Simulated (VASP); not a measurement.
# C (P-1) in VASP: a series of runs

C is run at these levels: PBE; tasks: single point.

Program: VASP 6.6.1. These are calculated values, not measurements. Logs are shortened: lines on timing, memory, paths and dates and some standing lists are left out, and cuts for length are marked.

### 1 The cell of the first run

The typed cell holds 12 atoms: a = 2.572 Å, b = 2.531 Å, c = 12.682 Å, α = 89.23°, β = 87.92°, γ = 118.43°.

### 2 Single point, PBE

Input file INCAR:

```
SYSTEM = C
ALGO     = Normal         ! electronic algorithm
EDIFF    = 1E-6           ! SCF threshold, eV
ENCUT    = 520            ! plane-wave cutoff, eV
GGA      = PE             ! functional
ISIF     = 2              ! what is computed and relaxed
ISMEAR   = 0              ! smearing method
LASPH    = .True.         ! aspherical terms in the spheres
LCHARG   = .False.        ! write CHGCAR
LREAL    = .False.        ! projectors in reciprocal space
LWAVE    = .False.        ! write WAVECAR
NBANDS   = 36             ! bands
NELM     = 60             ! most SCF steps
PREC     = Accurate       ! precision mode
SIGMA    = 0.05           ! smearing width, eV
```

Input file KPOINTS:

```
k-points
0
Gamma
  12 12 2
  0 0 0
```

Input file POSCAR:

```
C
1.0
    2.5709566628      0.0462520145      0.0462520145
   -1.2454229119      2.2033877747      0.0169294123
    0.2280742143      0.2280742143     12.6776947464
C
12
Direct
    0.0000000000      0.0000000000      0.1868593266
    0.0000000000      0.0000000000      0.6868593266
    0.0000000000      0.0000000000      0.3131406734
    0.0000000000      0.0000000000      0.8131406734
    0.3333333333      0.6666666667      0.5207665411
    0.6666666667      0.3333333333      0.0207665411
    0.3333333333      0.6666666667      0.9792334589
    0.6666666667      0.3333333333      0.4792334589
    0.3333333333      0.6666666667      0.6450950823
    0.6666666667      0.3333333333      0.1450950823
    0.3333333333      0.6666666667      0.8549049177
    0.6666666667      0.3333333333      0.3549049177
```

Potentials or basis: VASP PAW PBE potentials, release 64 (C).

The run is started by

```bash
> cat potpaw_PBE.64/C/POTCAR > POTCAR
> mpirun -np 1 vasp_std > vasp.out
```

OUTCAR:

```text
SYSTEM = C
   EDIFF = 1E-6
   ENCUT = 520
   GGA = PE
   ISIF = 2
   ISMEAR = 0
   LASPH = .True.
   LREAL = .False.
   NELM = 60
   PREC = Accurate

 ion  position               nearest neighbor table
   1  0.000  0.000  0.187-  10 1.56  10 1.57  10 1.59   3 1.60
   2  0.000  0.000  0.687-   9 1.55   9 1.56   4 1.60   9 1.62
   3  0.000  0.000  0.313-  12 1.55  12 1.56   1 1.60  12 1.62
   4  0.000  0.000  0.813-  11 1.56  11 1.57  11 1.59   2 1.60
   5  0.333  0.667  0.521-   8 1.55   8 1.56   9 1.58   8 1.62
   6  0.667  0.333  0.021-   7 1.56   7 1.57  10 1.58   7 1.59
   7  0.333  0.667  0.979-   6 1.56   6 1.57  11 1.58   6 1.59
   8  0.667  0.333  0.479-   5 1.55   5 1.56  12 1.58   5 1.62
   9  0.333  0.667  0.645-   2 1.55   2 1.56   5 1.58   2 1.62
  10  0.667  0.333  0.145-   1 1.56   1 1.57   6 1.58   1 1.59
  11  0.333  0.667  0.855-   4 1.56   4 1.57   7 1.58   4 1.59
  12  0.667  0.333  0.355-   3 1.55   3 1.56   8 1.58   3 1.62

  LATTYP: Found a triclinic cell.
 ALAT       =     4.4544685405
 B/A-ratio  =     0.5682077430
 C/A-ratio  =     2.8469832186
 COS(alpha) =     0.0134932752
 COS(beta)  =     0.0362805551
 COS(gamma) =     0.8615276928

  Lattice vectors:

 A1 = (   0.0801108390,   4.4530275639,   0.0801108391)
 A2 = (  -1.2454229119,   2.2033877747,   0.0169294123)
 A3 = (   0.2280742143,   0.2280742143,  12.6776947464)

Analysis of symmetry for initial positions (statically):
=====================================================================
 Subroutine PRICEL returns:
 Original cell was already a primitive cell.

 Routine SETGRP: Setting up the symmetry group for a
 triclinic supercell.

 Subroutine GETGRP returns: Found  2 space group operations
 (whereof  2 operations were pure point group operations)
 out of a pool of  2 trial point group operations.

The static configuration has the point symmetry S_2 .

Analysis of symmetry for dynamics (positions and initial velocities):
=====================================================================
 Subroutine PRICEL returns:
 Original cell was already a primitive cell.

 Routine SETGRP: Setting up the symmetry group for a
 triclinic supercell.

 Subroutine GETGRP returns: Found  2 space group operations
 (whereof  2 operations were pure point group operations)
 out of a pool of  2 trial point group operations.

The dynamic configuration has the point symmetry S_2 .

 Subroutine INISYM returns: Found  2 space group operations
 (whereof  2 operations are pure point group operations),
 and found     1 'primitive' translations

----------------------------------------------------------------------------------------

                                     Primitive cell

  volume of cell :      72.5009

  direct lattice vectors                    reciprocal lattice vectors
     2.570956663  0.046252015  0.046252015     0.385236629  0.217831016 -0.010849305
    -1.245422912  2.203387775  0.016929412    -0.007942243  0.449418399 -0.007942243
     0.228074214  0.228074214 12.677694746    -0.001394852 -0.001394852  0.078928881

  length of vectors
     2.571788611  2.531063516 12.681797182     0.442690998  0.449558735  0.078953527

  position of ions in fractional coordinates (direct lattice)
     0.000000000  1.000000000  0.186859327
     0.000000000  1.000000000  0.686859327
     0.000000000  1.000000000  0.313140673
     0.000000000  1.000000000  0.813140673
     0.333333333  0.666666667  0.520766541
     0.666666667  0.333333333  0.020766541
     0.333333333  0.666666667  0.979233459
     0.666666667  0.333333333  0.479233459
     0.333333333  0.666666667  0.645095082
     0.666666667  0.333333333  0.145095082
     0.333333333  0.666666667  0.854904918
     0.666666667  0.333333333  0.354904918

  ion indices of the primitive-cell ions
   primitive index   ion index
                 1           1
                 2           2
                 3           3
                 4           4
                 5           5
                 6           6
                 7           7
                 8           8
                 9           9
                10          10
                11          11
                12          12

----------------------------------------------------------------------------------------

 KPOINTS: k-points

Automatic generation of k-mesh.
 Grid dimensions read from file:
 generate k-points for:   12   12    2

 Generating k-lattice:

  Cartesian coordinates                     Fractional coordinates (reciprocal lattice)
     0.032103052  0.018152585 -0.000904109     0.083333333  0.000000000  0.000000000
    -0.000661854  0.037451533 -0.000661854    -0.000000000  0.083333333 -0.000000000
    -0.000697426 -0.000697426  0.039464440     0.000000000  0.000000000  0.500000000

  Length of vectors
     0.036890916  0.037463228  0.039476764

  Shift w.r.t. Gamma in fractional coordinates (k-lattice)
     0.000000000  0.000000000  0.000000000

 Subroutine IBZKPT returns following result:
 ===========================================

 Found    148 irreducible k-points:

 Following reciprocal coordinates:
            Coordinates               Weight
  0.000000  0.000000  0.000000      1.000000
  0.083333 -0.000000 -0.000000      2.000000
  0.166667  0.000000 -0.000000      2.000000
  0.250000 -0.000000 -0.000000      2.000000
  0.333333 -0.000000 -0.000000      2.000000
  0.416667 -0.000000 -0.000000      2.000000
[... 16 lines left out ...]
  0.250000  0.166667 -0.000000      2.000000
  0.333333  0.166667 -0.000000      2.000000
 [... further k-points ...]
   k-points           NKPTS =    148   k-points in BZ     NKDIM =    148   number of bands    NBANDS=     36
   number of dos      NEDOS =    301   number of ions     NIONS =     12
   total plane-waves  NPLWV =  38400
   dimension x,y,z NGX =    20 NGY =   20 NGZ =   96
   dimension x,y,z NGXF=    40 NGYF=   40 NGZF=  192
   ions per type =              12
   NGX,Y,Z   is equivalent  to a cutoff of  12.93, 13.14, 12.58 a.u.
   NGXF,Y,Z  is equivalent  to a cutoff of  25.86, 26.27, 25.17 a.u.
 SYSTEM =  C
   PREC   = accura    normal or accurate (medium, high low for compatibility)
   ISTART =      0    job   : 0-new  1-cont  2-samecut
   ICHARG =      2    charge: 1-file 2-atom 10-const
   ISPIN  =      1    spin polarized calculation?
   LNONCOLLINEAR =      F non collinear calculations
   LSORBIT =      F    spin-orbit coupling
   LASPH  =      T    aspherical Exc in radial PAW
   ENCUT  =  520.0 eV  38.22 Ry    6.18 a.u.   4.78  4.71 23.58*2*pi/ulx,y,z
   NELM   =     60;   NELMIN=  2; NELMDL= -5     # of ELM steps
   EDIFF  = 0.1E-05   stopping-criterion for ELM
   LREAL  =      F    real-space projection
   EDIFFG = 0.1E-04   stopping-criterion for IOM
   NSW    =      0    number of steps for IOM
   IBRION =     -1    ionic relax: 0-MD 1-quasi-New 2-CG
   NFREE  =      0    steps in history (QN), initial steepest desc. (CG)
   ISIF   =      2    stress and relaxation
   ISYM   =      2    0-nonsym 1-usesym 2-fastsym
   POTIM  = 0.5000    time-step for ionic-motion
   TEBEG  =    0.0;   TEEND  =   0.0 temperature during run
   PSTRESS=    0.0 pullay stress
   NELECT =      48.0000    total number of electrons
   NUPDOWN=      -1.0000    fix difference up-down
   EMIN   =  10.00;   EMAX   =-10.00  energy-range for DOS
   EFERMI =   0.00;   METHOD = LEGACY
   ISMEAR =     0;   SIGMA  =   0.05  broadening in eV -4-tet -1-fermi 0-gaus
   EFERMI_NEDOS =   21; number of points for ismear=-14 and -15
   IALGO  =     38    algorithm
   IMIX   =      4    mixing-type and parameters
     AMIX     =   0.40;   BMIX     =  1.00
     AMIX_MAG =   1.60;   BMIX_MAG =  1.00
  volume/ion in A,a.u.               =       6.04        40.77
  Fermi-wavevector in a.u.,A,eV,Ry     =   1.426836  2.696329 27.699567  2.035861
  Thomas-Fermi vector in A             =   2.547070
   LORBIT       =      0    0 simple, 1 ext, 2 COOP (PROOUT), +10 PAW based schemes
   GGA     = PE    functional components
   LHFCALC =     F    Hartree Fock is set to
   AEXX    =    0.0000 exact exchange contribution
   IVDW    =     0    specifies the selected vdW correction
   LEPSILON=     F    determine dielectric tensor
   LRPA    =     F    only Hartree local field effects (RPA)
 non-spin polarized calculation
 Gauss-broadening in eV      SIGMA  =   0.05
  energy-cutoff  :      520.00
  volume of cell :       72.50
 maximum number of plane-waves:      1982
   NGX =  9   NGY =  9   NGZ = 47

 number of electron      47.9999997 magnetization

 Free energy of the ion-electron system (eV)
  ---------------------------------------------------
  ext. energy  EPLUGINS =         0.00000000
  ---------------------------------------------------
  free energy    TOTEN  =      -108.36542710 eV

  energy without entropy =     -108.36542710  energy(sigma->0) =     -108.36542710

 E-fermi :   9.2824     XC(G=0): -12.9369

 val. band max:        9.0682882837   @ k =   0.0000   0.0000   0.0000
 cond. band min:      12.7618616816   @ k =  -0.4167   0.4167   0.0000
 fundamental gap:      3.6935733979
 Fermi energy:         9.2823508595

 k-point     1 :       0.0000    0.0000    0.0000
  band No.  band energies     occupation
      1     -11.8230      2.00000
      2     -11.1319      2.00000
      3     -11.0552      2.00000
      4      -8.9941      2.00000
      5      -8.9345      2.00000
      6      -6.4583      2.00000
[... 28 lines left out ...]
     35      16.5257      0.00000
     36      16.5827      0.00000
[... 866 lines left out ...]
      6      -3.3658      2.00000
[... 28 lines left out ...]
     35      19.1010      0.00000
     36      19.2265      0.00000

 [... further k-points ...]

------------------------ aborting loop because EDIFF is reached ----------------------------------------

  FORCE on cell =-STRESS in cart. coord.  units (eV):
  Direction    XX          YY          ZZ          XY          YZ          ZX
  --------------------------------------------------------------------------------------
  -------------------------------------------------------------------------------------
  Total       -9.8195601     -9.6584862     -9.8585711     -7.6981860     -7.1408505     -7.1524195
  in kB     -216.9996327   -213.4401059   -217.8617245   -170.1199955   -157.8035991   -158.0592601
  external PRESSURE =    -216.1004877 kB  Pullay stress =       0.0000000 kB

 VOLUME and BASIS-vectors are now :
 -----------------------------------------------------------------------------
  energy-cutoff  :      520.00
  volume of cell :       72.50
      direct lattice vectors                 reciprocal lattice vectors
     2.570956663  0.046252015  0.046252015     0.385236629  0.217831016 -0.010849305
    -1.245422912  2.203387775  0.016929412    -0.007942243  0.449418399 -0.007942243
     0.228074214  0.228074214 12.677694746    -0.001394852 -0.001394852  0.078928881

 POSITION                                       TOTAL-FORCE (eV/Angst)
 -----------------------------------------------------------------------------------
      0.04262      0.04262      2.36895        -0.042527     -0.051153     -0.032742
      0.15665      0.15665      8.70779        -0.013818      0.002127      0.036936
      0.07142      0.07142      3.96990         0.013818     -0.002127     -0.036936
      0.18546      0.18546     10.30875         0.042527      0.051153      0.032742
      0.14548      1.60312      6.62882         0.026300      0.046694      0.062049
      1.30357      0.77003      0.29975         0.006543     -0.006519      0.006376
      0.25004      1.70768     12.44113        -0.006543      0.006519     -0.006376
      1.40813      0.87460      6.11205        -0.026300     -0.046694     -0.062049
      0.17383      1.63147      8.20502        -0.032811     -0.044920     -0.042578
      1.33192      0.79839      1.87595         0.001505      0.006081      0.011509
      0.22169      1.67932     10.86493        -0.001505     -0.006081     -0.011509
      1.37977      0.84624      4.53585         0.032811      0.044920      0.042578
 -----------------------------------------------------------------------------------
    total drift:                               -0.000000      0.000000      0.000000

  FREE ENERGIE OF THE ION-ELECTRON SYSTEM (eV)
  ---------------------------------------------------
  free  energy   TOTEN  =      -108.3654271046 eV

  energy  without entropy=     -108.3654271046  energy(sigma->0) =     -108.36542710
```

Run time: 4.8 min. Hardware: 1 thread of Intel Xeon 8259CL, shared host; peak memory 0.36 GiB.

What came out:

* Free energy: -108.3654 eV
* Pressure: -21.6 GPa
* Largest force: 0.082 eV/Å
* Band gap on the k mesh: 3.69 eV (least direct gap 4.58 eV)

Forces in eV/Å, atoms in the order of the input:
```
C   -0.043 -0.051 -0.033
C   -0.014  0.002  0.037
C    0.014 -0.002 -0.037
C    0.043  0.051  0.033
C    0.026  0.047  0.062
C    0.007 -0.007  0.006
C   -0.007  0.007 -0.006
C   -0.026 -0.047 -0.062
C   -0.033 -0.045 -0.043
C    0.002  0.006  0.012
C   -0.002 -0.006 -0.012
C    0.033  0.045  0.043
```

Levels at points of the mesh, in eV from the valence-band top:
```tsv
k point	band 21	band 22	band 23	band 24	band 25	band 26	band 27	band 28
(0.00, 0.00, 0.00)	-0.92	-0.43	-0.04	0.00	4.58	5.15	5.17	5.62
(0.50, 0.00, 0.00)	-3.65	-3.65	-3.25	-2.57	4.61	4.90	5.52	5.55
(0.00, 0.50, 0.00)	-4.01	-3.96	-3.38	-2.81	4.32	4.86	5.00	5.01
(0.50, 0.50, 0.00)	-4.28	-4.17	-3.65	-3.07	3.74	4.36	4.45	5.35
(0.00, 0.00, 0.50)	-0.58	-0.50	-0.38	-0.23	4.75	5.15	5.37	5.70
(0.50, 0.00, 0.50)	-4.13	-3.26	-2.93	-2.81	4.47	5.01	5.17	6.13
(0.00, 0.50, 0.50)	-4.01	-3.59	-3.15	-3.01	4.44	4.55	4.83	5.67
(0.50, 0.50, 0.50)	-3.86	-3.83	-3.47	-3.29	3.90	3.93	5.16	5.19
```

Caveat: the cell stands under tension.

### 3 Single point, PBE

This run uses another cell than the first one, of 5.87 Å³/atom.

Input file INCAR:

```
SYSTEM = C
  PREC = Accurate
  ENCUT = 520
  EDIFF = 1E-6
  ISMEAR = 0
  SIGMA = 0.05
  LREAL = .FALSE.
  LASPH = .TRUE.
  NELM = 100
  ALGO = Normal
  ISIF = 2
  LWAVE = .FALSE.
  LCHARG = .TRUE.
  GGA = PE
  LELF = .TRUE.
  LVHAR = .TRUE.
  NBANDS = 36
```

Input file KPOINTS:

```
regular mesh
0
G
  12 12 2
  0 0 0
```

POSCAR: that of step 2 with these lines changed.

```diff
@@ -2,5 +2,5 @@
 1.0
-    2.5709566628      0.0462520145      0.0462520145
-   -1.2454229119      2.2033877747      0.0169294123
-    0.2280742143      0.2280742143     12.6776947464
+    2.5457512053      0.0462520145      0.0462520145
+   -1.2328201831      2.1815592083      0.0169294123
+    0.2280742143      0.2280742143     12.5534036215
 C
```

Potentials or basis: VASP PAW PBE potentials, release 64 (C).

The run is started by

```bash
> cat potpaw_PBE.64/C/POTCAR > POTCAR
> mpirun -np 1 vasp_std > vasp.out
```

OUTCAR:

```text
SYSTEM = C
   PREC = Accurate
   ENCUT = 520
   EDIFF = 1E-6
   ISMEAR = 0
   LREAL = .FALSE.
   LASPH = .TRUE.
   NELM = 100
   ISIF = 2
   GGA = PE

 ion  position               nearest neighbor table
   1  0.000  0.000  0.187-  10 1.55  10 1.56  10 1.58   3 1.59
   2  0.000  0.000  0.687-   9 1.53   9 1.54   4 1.59   9 1.61
   3  0.000  0.000  0.313-  12 1.53  12 1.54   1 1.59  12 1.61
   4  0.000  0.000  0.813-  11 1.55  11 1.56  11 1.58   2 1.59
   5  0.333  0.667  0.521-   8 1.53   8 1.54   9 1.56   8 1.61
   6  0.667  0.333  0.021-   7 1.54   7 1.56  10 1.56   7 1.58
   7  0.333  0.667  0.979-   6 1.54   6 1.56  11 1.56   6 1.58
   8  0.667  0.333  0.479-   5 1.53   5 1.54  12 1.56   5 1.61
   9  0.333  0.667  0.645-   2 1.53   2 1.54   5 1.56   2 1.61
  10  0.667  0.333  0.145-   1 1.55   1 1.56   6 1.56   1 1.58
  11  0.333  0.667  0.855-   4 1.55   4 1.56   7 1.56   4 1.58
  12  0.667  0.333  0.355-   3 1.53   3 1.54   8 1.56   3 1.61

  LATTYP: Found a triclinic cell.
 ALAT       =     4.4108256701
[... 211 lines left out ...]
 Fermi energy:         9.7254460460

 k-point     1 :       0.0000    0.0000    0.0000
  band No.  band energies     occupation
      1     -11.7947      2.00000
      2     -11.0884      2.00000
      3     -11.0112      2.00000
      4      -8.9020      2.00000
      5      -8.8412      2.00000
      6      -6.2679      2.00000
[... 925 lines left out ...]
     35      19.8189      0.00000
     36      19.8910      0.00000

 [... further k-points ...]
[... 5 lines left out ...]
  --------------------------------------------------------------------------------------
  -------------------------------------------------------------------------------------
  Total       -4.7015090     -4.5462163     -4.7469762     -8.0305766     -7.3424399     -7.3542758
  in kB     -107.0160399   -103.4812589   -108.0509678   -182.7924844   -167.1290745   -167.3984826
  external PRESSURE =    -106.1827555 kB  Pullay stress =       0.0000000 kB

 VOLUME and BASIS-vectors are now :
 -----------------------------------------------------------------------------
  energy-cutoff  :      520.00
  volume of cell :       70.39
      direct lattice vectors                 reciprocal lattice vectors
     2.545751205  0.046252015  0.046252015     0.389016736  0.219922970 -0.011063410
    -1.232820183  2.181559208  0.016929412    -0.008098978  0.453873782 -0.008098978
     0.228074214  0.228074214 12.553403621    -0.001422379 -0.001422379  0.079711355

 POSITION                                       TOTAL-FORCE (eV/Angst)
 -----------------------------------------------------------------------------------
      0.04262      0.04262      2.34572        -0.031438     -0.084287     -0.010945
      0.15665      0.15665      8.62242        -0.088496     -0.027657      0.063052
      0.07142      0.07142      3.93098         0.088496      0.027657     -0.063052
      0.18546      0.18546     10.20768         0.031438      0.084287      0.010945
      0.14548      1.58856      6.56410        -0.045773      0.019192      0.069043
      1.29096      0.76276      0.29717         0.019701     -0.037258      0.009913
      0.25004      1.69313     12.31942        -0.019701      0.037258     -0.009913
      1.39553      0.86732      6.05249         0.045773     -0.019192     -0.069043
      0.17383      1.61692      8.12484         0.038165     -0.017553     -0.054570
      1.31932      0.79111      1.85791        -0.010822      0.036607      0.003275
      0.22169      1.66477     10.75867         0.010822     -0.036607     -0.003275
      1.36717      0.83897      4.49174        -0.038165      0.017553      0.054570
 -----------------------------------------------------------------------------------
    total drift:                               -0.000000      0.000000      0.000000

  FREE ENERGIE OF THE ION-ELECTRON SYSTEM (eV)
  ---------------------------------------------------
  free  energy   TOTEN  =      -108.5690623912 eV

  energy  without entropy=     -108.5690623912  energy(sigma->0) =     -108.56906239
```

stdout:

```text
POSCAR found type information on POSCAR C
 POSCAR found :  1 types and      12 ions
 scaLAPACK will be used
 LDA part: xc-table for (Slater+PW92), standard interpolation
 POSCAR, INCAR and KPOINTS ok, starting setup
 FFT: planning ... GRIDC
 FFT: planning ... GRID_SOFT
 FFT: planning ... GRID
 WAVECAR not read
 entering main loop
```

Wall time 2.9 min (1 thread of AMD EPYC 9R45 (Zen 5), shared host); peak memory 0.32 GiB.

Results:

| Item | Value |
| --- | --- |
| Free energy | -108.5691 eV |
| Pressure | -10.6 GPa |
| Largest force | 0.112 eV/Å |
| Band gap on the k mesh | 3.74 eV (least direct gap 4.64 eV) |

Forces on the atoms (eV/Å):
```
C   -0.031 -0.084 -0.011
C   -0.088 -0.028  0.063
C    0.088  0.028 -0.063
C    0.031  0.084  0.011
C   -0.046  0.019  0.069
C    0.020 -0.037  0.010
C   -0.020  0.037 -0.010
C    0.046 -0.019 -0.069
C    0.038 -0.018 -0.055
C   -0.011  0.037  0.003
C    0.011 -0.037 -0.003
C   -0.038  0.018  0.055
```

Caveat: the cell stands under tension.
